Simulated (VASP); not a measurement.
# Mg in VASP: relaxation of the atoms with LDA

Aim: the relaxation of the atoms of Mg with LDA.

All numbers are computed with VASP 6.6.1; they aren't measurements. Logs are shortened: lines on timing, memory, paths and dates and some standing lists are left out, and cuts for length are marked.

**1. The cell of the first run**

The cell holds a slab with vacuum, 5 atoms: a = 3.147 Å, b = 3.147 Å, c = 25.078 Å, α = 90.00°, β = 90.00°, γ = 120.00°.

**2. Relaxation of the atoms, LDA**

INCAR reads:

```
SYSTEM = Mg
ALGO = Normal ; DIPOL = 0.5 0.5 0.500
EDIFF = 1E-7 ; EDIFFG = -0.02
ENCUT = 520 ; GGA_COMPAT = .False.
IBRION = 2 ; IDIPOL = 3
ISIF = 2 ; ISMEAR = 0
LASPH = .True. ; LCHARG = .False.
LDIPOL = .True. ; LREAL = .False.
LWAVE = .False. ; NELM = 120
NELMDL = -8 ; NELMIN = 4
NSW = 80 ; PREC = Accurate
SIGMA = 0.1
```

KPOINTS reads:

```
k-points
0
Gamma
  12 12 1
  0 0 0
```

POSCAR reads:

```
Mg
1.0
    3.1466132013      0.0000000000      0.0000000000
   -1.5733066007      2.7250469682      0.0000000000
    0.0000000000      0.0000000000     25.0777767750
Mg
5
Direct
    0.3333333333      0.6666666667      0.2990695733
    0.6666666667      0.3333333333      0.3995347867
    0.3333333333      0.6666666667      0.5000000000
    0.6666666667      0.3333333333      0.6004652133
    0.3333333333      0.6666666667      0.7009304267
```

Potentials or basis: VASP PAW LDA potentials, release 64 (Mg).

On the command line:

```bash
> cat potpaw_LDA.64/Mg/POTCAR > POTCAR
> mpirun -np 1 vasp_std > vasp.out
```

OUTCAR:

```text
SYSTEM = Mg
   EDIFF = 1E-7
   EDIFFG = -0.02
   ENCUT = 520
   IBRION = 2
   ISIF = 2
   ISMEAR = 0
   LASPH = .True.
   LREAL = .False.
   NELM = 120
   NELMDL = -8
   NELMIN = 4
   NSW = 80
   PREC = Accurate

 ion  position               nearest neighbor table
   1  0.333  0.667  0.299-   2 3.11   2 3.11   2 3.11
   2  0.667  0.333  0.400-   3 3.11   3 3.11   3 3.11   1 3.11   1 3.11   1 3.11
   3  0.333  0.667  0.500-   2 3.11   4 3.11   2 3.11   4 3.11   2 3.11   4 3.11
   4  0.667  0.333  0.600-   3 3.11   3 3.11   3 3.11   5 3.11   5 3.11   5 3.11
   5  0.333  0.667  0.701-   4 3.11   4 3.11   4 3.11

  LATTYP: Found a hexagonal cell.
 ALAT       =     3.1466132013
 C/A-ratio  =     7.9697678649

  Lattice vectors:

 A1 = (   3.1466132013,   0.0000000000,   0.0000000000)
 A2 = (  -1.5733066007,   2.7250469682,   0.0000000000)
 A3 = (   0.0000000000,   0.0000000000,  25.0777767750)

Analysis of symmetry for initial positions (statically):
=====================================================================
 Subroutine PRICEL returns:
 Original cell was already a primitive cell.

 Routine SETGRP: Setting up the symmetry group for a
 hexagonal supercell.

 Subroutine GETGRP returns: Found 12 space group operations
 (whereof 12 operations were pure point group operations)
 out of a pool of 24 trial point group operations.

The static configuration has the point symmetry D_3h.

Analysis of symmetry for dynamics (positions and initial velocities):
=====================================================================
 Subroutine PRICEL returns:
 Original cell was already a primitive cell.

 Routine SETGRP: Setting up the symmetry group for a
 hexagonal supercell.

 Subroutine GETGRP returns: Found 12 space group operations
 (whereof 12 operations were pure point group operations)
 out of a pool of 24 trial point group operations.

The dynamic configuration has the point symmetry D_3h.

 Subroutine INISYM returns: Found 12 space group operations
 (whereof 12 operations are pure point group operations),
 and found     1 'primitive' translations

----------------------------------------------------------------------------------------

                                     Primitive cell

  volume of cell :     215.0336

  direct lattice vectors                    reciprocal lattice vectors
     3.146613201  0.000000000  0.000000000     0.317802010  0.183483076  0.000000000
    -1.573306601  2.725046968  0.000000000     0.000000000  0.366966152  0.000000000
     0.000000000  0.000000000 25.077776775     0.000000000  0.000000000  0.039875943

  length of vectors
     3.146613201  3.146613201 25.077776775     0.366966152  0.366966152  0.039875943

  position of ions in fractional coordinates (direct lattice)
     0.333333333  0.666666667  0.299069573
     0.666666667  0.333333333  0.399534787
     0.333333333  0.666666667  0.500000000
     0.666666667  0.333333333  0.600465213
     0.333333333  0.666666667  0.700930427

  ion indices of the primitive-cell ions
   primitive index   ion index
                 1           1
                 2           2
                 3           3
                 4           4
                 5           5

----------------------------------------------------------------------------------------

 KPOINTS: k-points

Automatic generation of k-mesh.
 Grid dimensions read from file:
 generate k-points for:   12   12    1

 Generating k-lattice:

  Cartesian coordinates                     Fractional coordinates (reciprocal lattice)
     0.026483501  0.015290256  0.000000000     0.083333333  0.000000000  0.000000000
     0.000000000  0.030580513  0.000000000     0.000000000  0.083333333  0.000000000
     0.000000000  0.000000000  0.039875943     0.000000000  0.000000000  1.000000000

  Length of vectors
     0.030580513  0.030580513  0.039875943

  Shift w.r.t. Gamma in fractional coordinates (k-lattice)
     0.000000000  0.000000000  0.000000000

 Subroutine IBZKPT returns following result:
 ===========================================

 Found     19 irreducible k-points:

 Following reciprocal coordinates:
            Coordinates               Weight
  0.000000  0.000000  0.000000      1.000000
  0.083333  0.000000  0.000000      6.000000
  0.166667  0.000000  0.000000      6.000000
  0.250000  0.000000  0.000000      6.000000
  0.333333  0.000000  0.000000      6.000000
  0.416667  0.000000  0.000000      6.000000
[... 11 lines left out ...]
  0.333333  0.250000  0.000000     12.000000
  0.333333  0.333333  0.000000      2.000000
   k-points           NKPTS =     19   k-points in BZ     NKDIM =     19   number of bands    NBANDS=      9
   number of dos      NEDOS =    301   number of ions     NIONS =      5
   total plane-waves  NPLWV = 110592
   dimension x,y,z NGX =    24 NGY =   24 NGZ =  192
   dimension x,y,z NGXF=    48 NGYF=   48 NGZF=  384
   ions per type =               5
   NGX,Y,Z   is equivalent  to a cutoff of  12.68, 12.68, 12.73 a.u.
   NGXF,Y,Z  is equivalent  to a cutoff of  25.36, 25.36, 25.46 a.u.
 SYSTEM =  Mg
   PREC   = accura    normal or accurate (medium, high low for compatibility)
   ISTART =      0    job   : 0-new  1-cont  2-samecut
   ICHARG =      2    charge: 1-file 2-atom 10-const
   ISPIN  =      1    spin polarized calculation?
   LNONCOLLINEAR =      F non collinear calculations
   LSORBIT =      F    spin-orbit coupling
   LASPH  =      T    aspherical Exc in radial PAW
   ENCUT  =  520.0 eV  38.22 Ry    6.18 a.u.   5.85  5.85 46.63*2*pi/ulx,y,z
   NELM   =    120;   NELMIN=  4; NELMDL= -8     # of ELM steps
   EDIFF  = 0.1E-06   stopping-criterion for ELM
   LREAL  =      F    real-space projection
   EDIFFG = -.2E-01   stopping-criterion for IOM
   NSW    =     80    number of steps for IOM
   IBRION =      2    ionic relax: 0-MD 1-quasi-New 2-CG
   NFREE  =      1    steps in history (QN), initial steepest desc. (CG)
   ISIF   =      2    stress and relaxation
   ISYM   =      2    0-nonsym 1-usesym 2-fastsym
   POTIM  = 0.5000    time-step for ionic-motion
   TEBEG  =    0.0;   TEEND  =   0.0 temperature during run
   PSTRESS=    0.0 pullay stress
   NELECT =      10.0000    total number of electrons
   NUPDOWN=      -1.0000    fix difference up-down
   EMIN   =  10.00;   EMAX   =-10.00  energy-range for DOS
   EFERMI =   0.00;   METHOD = LEGACY
   ISMEAR =     0;   SIGMA  =   0.10  broadening in eV -4-tet -1-fermi 0-gaus
   EFERMI_NEDOS =   21; number of points for ismear=-14 and -15
   IALGO  =     38    algorithm
   IMIX   =      4    mixing-type and parameters
     AMIX     =   0.40;   BMIX     =  1.00
     AMIX_MAG =   1.60;   BMIX_MAG =  1.00
  volume/ion in A,a.u.               =      43.01       290.22
  Fermi-wavevector in a.u.,A,eV,Ry     =   0.588716  1.112512  4.715600  0.346587
  Thomas-Fermi vector in A             =   1.636089
   LORBIT       =      0    0 simple, 1 ext, 2 COOP (PROOUT), +10 PAW based schemes
   GGA     = CA    functional components
   LHFCALC =     F    Hartree Fock is set to
   AEXX    =    0.0000 exact exchange contribution
   IVDW    =     0    specifies the selected vdW correction
   LEPSILON=     F    determine dielectric tensor
   LRPA    =     F    only Hartree local field effects (RPA)
 conjugate gradient relaxation of ions
 non-spin polarized calculation
 Gauss-broadening in eV      SIGMA  =   0.10
  energy-cutoff  :      520.00
  volume of cell :      215.03
 maximum number of plane-waves:      5820
 NGX is ok and might be reduce to    24
   NGX = 11   NGY = 11   NGZ = 93

--------------------------------------- Ionic step        1  -------------------------------------------

 number of electron      10.0000000 magnetization

 Free energy of the ion-electron system (eV)
  ---------------------------------------------------
  ext. energy  EPLUGINS =         0.00000000
  ---------------------------------------------------
  free energy    TOTEN  =        -8.32921241 eV

  energy without entropy =       -8.31214523  energy(sigma->0) =       -8.32067882

------------------------ aborting loop because EDIFF is reached ----------------------------------------

  FORCE on cell =-STRESS in cart. coord.  units (eV):
  Direction    XX          YY          ZZ          XY          YZ          ZX
  --------------------------------------------------------------------------------------
  -------------------------------------------------------------------------------------
  Total       -1.4076965     -1.4076965      0.4823942      0.0000000      0.0000000      0.0000000
  in kB      -10.4884964    -10.4884964      3.5942334      0.0000000      0.0000000      0.0000000
  external PRESSURE =      -5.7942531 kB  Pullay stress =       0.0000000 kB
[... 254 lines left out ...]
  FREE ENERGIE OF THE ION-ELECTRON SYSTEM (eV)
  ---------------------------------------------------
  free  energy   TOTEN  =        -8.3334276349 eV

  energy  without entropy=       -8.3173939359  energy(sigma->0) =       -8.32541079

 dipolmoment           0.000000      0.000000      0.000000 electrons x Angstroem

--------------------------------------- Ionic step        8  -------------------------------------------

 number of electron      10.0000000 magnetization

 dipolmoment           0.000000      0.000000     -0.000000 electrons x Angstroem

 Free energy of the ion-electron system (eV)
  ---------------------------------------------------
  ext. energy  EPLUGINS =         0.00000000
  ---------------------------------------------------
  free energy    TOTEN  =        -8.33433256 eV

  energy without entropy =       -8.31858851  energy(sigma->0) =       -8.32646054

 E-fermi :  -0.4841     XC(G=0):  -5.2049

 val. band max:       -0.5410220951   @ k =   0.3333   0.3333   0.0000
 cond. band min:      -0.4784088565   @ k =   0.3333   0.1667   0.0000
 fundamental gap:      0.0626132386
 Fermi energy:        -0.4841360563

 k-point     1 :       0.0000    0.0000    0.0000
  band No.  band energies     occupation
      1      -7.4122      2.00000
      2      -6.8318      2.00000
      3      -5.9168      2.00000
      4      -4.6842      2.00000
      5      -3.0787      2.00000
      6      -1.6237      2.00000
      7       0.3515      0.00000
      8       1.9320      0.00000
      9       2.9117      0.00000
[... 205 lines left out ...]
 k-point    19 :       0.3333    0.3333    0.0000
  band No.  band energies     occupation
      1      -0.9483      2.00000
      2      -0.9382      2.00000
      3      -0.8982      2.00000
      4      -0.5410      1.57889
      5      -0.4246      0.40011
      6      -0.2666      0.00210
      7       0.0546      0.00000
      8       0.4047      0.00000
      9       1.3704      0.00000

------------------------ aborting loop because EDIFF is reached ----------------------------------------

 vacuum level on the upper side and lower side of the slab       (xc-potential included)        -0.103        -0.103

  FORCE on cell =-STRESS in cart. coord.  units (eV):
  Direction    XX          YY          ZZ          XY          YZ          ZX
  --------------------------------------------------------------------------------------
  -------------------------------------------------------------------------------------
  Total       -1.5774685     -1.5774685      0.1670650      0.0000000      0.0000000      0.0000000
  in kB      -11.7534372    -11.7534372      1.2447715      0.0000000      0.0000000      0.0000000
  external PRESSURE =      -7.4207009 kB  Pullay stress =       0.0000000 kB

 VOLUME and BASIS-vectors are now :
 -----------------------------------------------------------------------------
  energy-cutoff  :      520.00
  volume of cell :      215.03
      direct lattice vectors                 reciprocal lattice vectors
     3.146613201  0.000000000  0.000000000     0.317802010  0.183483076  0.000000000
    -1.573306601  2.725046968  0.000000000     0.000000000  0.366966152  0.000000000
     0.000000000  0.000000000 25.077776775     0.000000000  0.000000000  0.039875943
[... 11 lines left out ...]
  FREE ENERGIE OF THE ION-ELECTRON SYSTEM (eV)
  ---------------------------------------------------
  free  energy   TOTEN  =        -8.3343325646 eV

  energy  without entropy=       -8.3185885078  energy(sigma->0) =       -8.32646054

 reached required accuracy - stopping structural energy minimisation

 vacuum level on the upper side and lower side of the slab         3.364         3.364
```

Run time: 2.8 min. Hardware: 1 thread of Intel Xeon Platinum 8259CL at 2.50GHz (Skylake/Cascade Lake), shared host; peak memory 0.26 GiB.

What came out:

| Property | Result |
| --- | --- |
| Free energy | -8.3343 eV |
| Energy gained by relaxing | 1.0 meV/atom |
| Ionic steps | 8 |
| Largest force after relaxing | 0.013 eV/Å |
| Band gap on the k mesh | zero (bands 5 and 6 overlap by 1.85 eV) |

Forces in eV/Å, atoms in the order of the input:
```
Mg   0.000  0.000 -0.010
Mg   0.000  0.000 -0.013
Mg   0.000  0.000  0.000
Mg   0.000  0.000  0.013
Mg   0.000  0.000  0.010
```

The path:
| step | energy change (eV) | largest force (eV/Å) | pressure (GPa) |
| --- | --- | --- | --- |
| 1 | 0.0000 | 0.0818 | -0.58 |
| 2 | -0.0010 | 0.0720 | -0.59 |
| 3 | -0.0029 | 0.0433 | -0.62 |
| 4 | -0.0022 | 0.0810 | -0.68 |
| 5 | -0.0034 | 0.0272 | -0.65 |
| 6 | -0.0036 | 0.0258 | -0.66 |
| 7 | -0.0042 | 0.0214 | -0.69 |
| 8 | -0.0051 | 0.0129 | -0.74 |

Final structure:
```xyz
5
Lattice="3.1466 0.0000 0.0000 -1.5733 2.7250 0.0000 0.0000 0.0000 25.0778" Properties=species:S:1:pos:R:3 pbc="T T T"
Mg    0.0000    1.8167    7.4442
Mg    1.5733    0.9083   10.0203
Mg    0.0000    1.8167   12.5389
Mg    1.5733    0.9083   15.0575
Mg    0.0000    1.8167   17.6335
```
